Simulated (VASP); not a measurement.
# Sn (I4/mmm) in VASP: single point with PBEsol

Aim: the single point of Sn with PBEsol.

Program: VASP 6.6.1. These are calculated values, not measurements. Logs are shortened: lines on timing, memory, paths and dates and some standing lists are left out, and cuts for length are marked.

### 1 The cell of the first run

Symmetry: I4/mmm, No. 139, tetragonal system. Conventional cell: a = 4.216 Å, b = 4.216 Å, c = 3.789 Å, α = 90.00°, β = 90.00°, γ = 90.00°. Sn (site symmetry 4/mmm) has 14 Sn at 3.53 to 4.22 Å within 4.6 Å.

### 2 Single point, PBEsol (strain +0.1125 x Voigt [1, 1, 0, 0, 0, 0])

Contents of INCAR:

```
PREC     = Accurate       # precision mode
ENCUT    = 520            # plane-wave cutoff, eV
EDIFF    = 1E-6           # SCF threshold, eV
ISMEAR   = 0              # smearing method
SIGMA    = 0.15           # smearing width, eV
LREAL    = F              # projectors in reciprocal space
LASPH    = T              # aspherical terms in the spheres
NELM     = 100            # most SCF steps
ALGO     = Fast           # electronic algorithm
ISIF     = 2              # what is computed and relaxed
LWAVE    = F              # write WAVECAR
LCHARG   = T              # write CHGCAR
GGA      = PS             # functional
LELF     = T              # ELF
LVHAR    = T            
NBANDS   = 13             # bands
```

Contents of KPOINTS:

```
Automatic mesh
0
Gamma
  18 18 18
```

Contents of POSCAR:

```
Sn
1.0
   -2.1078001489      2.1078001489      1.8946518192
    2.1078001489     -2.1078001489      1.8946518192
    2.1078001489      2.1078001489     -1.8946518192
Sn
1
Direct
    0.0000000000      0.0000000000      0.0000000000
```

Potentials or basis: VASP PAW PBE potentials, release 64 (Sn_d).

On the command line:

```
> cat potpaw_PBE.64/Sn_d/POTCAR > POTCAR
> mpirun -np 1 vasp_std > vasp.out
```

OUTCAR:

```text
PREC = Accurate
   ENCUT = 520
   EDIFF = 1E-6
   ISMEAR = 0
   LREAL = F
   LASPH = T
   NELM = 100
   ISIF = 2
   GGA = PS

 ion  position               nearest neighbor table
   1  0.000  0.000  0.000-

  LATTYP: Found a body centered tetragonal cell.
 ALAT       =     4.2156002978
 C/A-ratio  =     0.8988764045

  Lattice vectors:

 A1 = (  -2.1078001489,   2.1078001489,   1.8946518192)
 A2 = (   2.1078001489,  -2.1078001489,   1.8946518192)
 A3 = (   2.1078001489,   2.1078001489,  -1.8946518192)

Analysis of symmetry for initial positions (statically):
=====================================================================
 Subroutine PRICEL returns:
 Original cell was already a primitive cell.

 Routine SETGRP: Setting up the symmetry group for a
 body centered tetragonal supercell.

 Subroutine GETGRP returns: Found 16 space group operations
 (whereof 16 operations were pure point group operations)
 out of a pool of 16 trial point group operations.

The static configuration has the point symmetry D_4h.

Analysis of symmetry for dynamics (positions and initial velocities):
=====================================================================
 Subroutine PRICEL returns:
 Original cell was already a primitive cell.

 Routine SETGRP: Setting up the symmetry group for a
 body centered tetragonal supercell.

 Subroutine GETGRP returns: Found 16 space group operations
 (whereof 16 operations were pure point group operations)
 out of a pool of 16 trial point group operations.

The dynamic configuration has the point symmetry D_4h.

 Subroutine INISYM returns: Found 16 space group operations
 (whereof 16 operations are pure point group operations),
 and found     1 'primitive' translations

----------------------------------------------------------------------------------------

                                     Primitive cell

  volume of cell :      33.6704

  direct lattice vectors                    reciprocal lattice vectors
    -2.107800149  2.107800149  1.894651819     0.000000000  0.237214140  0.263900731
     2.107800149 -2.107800149  1.894651819     0.237214140  0.000000000  0.263900731
     2.107800149  2.107800149 -1.894651819     0.237214140  0.237214140  0.000000000

  length of vectors
     3.532045930  3.532045930  3.532045930     0.354843831  0.354843831  0.335471454

  position of ions in fractional coordinates (direct lattice)
     0.000000000  0.000000000  0.000000000

  ion indices of the primitive-cell ions
[... 77 lines left out ...]
   NSW    =      0    number of steps for IOM
   IBRION =     -1    ionic relax: 0-MD 1-quasi-New 2-CG
   NFREE  =      0    steps in history (QN), initial steepest desc. (CG)
   ISIF   =      2    stress and relaxation
   ISYM   =      2    0-nonsym 1-usesym 2-fastsym
   POTIM  = 0.5000    time-step for ionic-motion
   TEBEG  =    0.0;   TEEND  =   0.0 temperature during run
   PSTRESS=    0.0 pullay stress
   NELECT =      14.0000    total number of electrons
   NUPDOWN=      -1.0000    fix difference up-down
   EMIN   =  10.00;   EMAX   =-10.00  energy-range for DOS
   EFERMI =   0.00;   METHOD = LEGACY
   ISMEAR =     0;   SIGMA  =   0.15  broadening in eV -4-tet -1-fermi 0-gaus
   EFERMI_NEDOS =   21; number of points for ismear=-14 and -15
   IALGO  =     68    algorithm
   IMIX   =      4    mixing-type and parameters
     AMIX     =   0.40;   BMIX     =  1.00
     AMIX_MAG =   1.60;   BMIX_MAG =  1.00
  volume/ion in A,a.u.               =      33.67       227.22
  Fermi-wavevector in a.u.,A,eV,Ry     =   1.221897  2.309051 20.313952  1.493033
  Thomas-Fermi vector in A             =   2.357063
   LORBIT       =      0    0 simple, 1 ext, 2 COOP (PROOUT), +10 PAW based schemes
   GGA     = PS    functional components
   LHFCALC =     F    Hartree Fock is set to
   AEXX    =    0.0000 exact exchange contribution
   IVDW    =     0    specifies the selected vdW correction
   LEPSILON=     F    determine dielectric tensor
   LRPA    =     F    only Hartree local field effects (RPA)
 non-spin polarized calculation
 RMM-DIIS sequential band-by-band and
 Gauss-broadening in eV      SIGMA  =   0.15
  energy-cutoff  :      520.00
  volume of cell :       33.67
 maximum number of plane-waves:       921
   NGX = 13   NGY = 13   NGZ = 13

 number of electron      13.9999998 magnetization

 Free energy of the ion-electron system (eV)
  ---------------------------------------------------
  ext. energy  EPLUGINS =         0.00000000
  ---------------------------------------------------
  free energy    TOTEN  =        -4.01286814 eV

  energy without entropy =       -4.00613605  energy(sigma->0) =       -4.00950210

 E-fermi :   5.6014     XC(G=0):  -9.5380

 val. band max:        5.5959967933   @ k =  -0.3333   0.2222   0.0556
 cond. band min:       5.6055926532   @ k =  -0.3333   0.0556   0.0000
 fundamental gap:      0.0095958599
 Fermi energy:         5.6013539529

 k-point     1 :       0.0000    0.0000    0.0000
  band No.  band energies     occupation
      1     -15.8104      2.00000
      2     -15.7926      2.00000
      3     -15.7926      2.00000
      4     -15.7479      2.00000
      5     -15.7215      2.00000
      6      -4.1260      2.00000
      7      11.4915      0.00000
      8      11.4915      0.00000
      9      12.1713      0.00000
     10      15.7626      0.00000
     11      16.5103      0.00000
     12      17.0625      0.00000
     13      17.0635      0.00000
[... 354 lines left out ...]
  band No.  band energies     occupation
      1     -15.8083      2.00000
      2     -15.7865      2.00000
      3     -15.7615      2.00000
      4     -15.7448      2.00000
      5     -15.7288      2.00000
      6      -3.4031      2.00000
      7       8.2907      0.00000
      8       9.7096      0.00000
      9      10.8198      0.00000
     10      14.0812      0.00000
     11      14.8652      0.00000
     12      17.2689      0.00000
     13      18.4554      0.00000

 [... further k-points ...]
[... 5 lines left out ...]
  --------------------------------------------------------------------------------------
  -------------------------------------------------------------------------------------
  Total       -1.5696220     -1.5696220     -1.7589691      0.0000000     -0.0000000      0.0000000
  in kB      -74.6891294    -74.6891294    -83.6990480      0.0000000     -0.0000000      0.0000000
  external PRESSURE =     -77.6924356 kB  Pullay stress =       0.0000000 kB

 VOLUME and BASIS-vectors are now :
 -----------------------------------------------------------------------------
  energy-cutoff  :      520.00
  volume of cell :       33.67
      direct lattice vectors                 reciprocal lattice vectors
    -2.107800149  2.107800149  1.894651819     0.000000000  0.237214140  0.263900731
     2.107800149 -2.107800149  1.894651819     0.237214140  0.000000000  0.263900731
     2.107800149  2.107800149 -1.894651819     0.237214140  0.237214140  0.000000000

 POSITION                                       TOTAL-FORCE (eV/Angst)
 -----------------------------------------------------------------------------------
      0.00000      0.00000      0.00000         0.000000      0.000000     -0.000000
 -----------------------------------------------------------------------------------
    total drift:                               -0.000000     -0.000000      0.000000

  FREE ENERGIE OF THE ION-ELECTRON SYSTEM (eV)
  ---------------------------------------------------
  free  energy   TOTEN  =        -4.0128681421 eV

  energy  without entropy=       -4.0061360524  energy(sigma->0) =       -4.00950210
```

Run time: 4.4 min. Hardware: 1 thread of AMD EPYC 7R43 (Zen 3), shared host; peak memory 0.27 GiB.

What came out:

```yaml
Free_energy: -4.0129 eV
Pressure: -7.8 GPa
Band_gap_on_the_k_mesh: zero (band 7 reaches 11.49 eV, above the bottom of band 8 at 3.87 eV)
```

Caveat: the cell differs from its parent crystal (strain +0.1125 x Voigt [1, 1, 0, 0, 0, 0]); the PAW data sets were made with another functional, which shifts forces and pressure a little; spin-orbit coupling is left out, which moves the levels of the heavy elements.
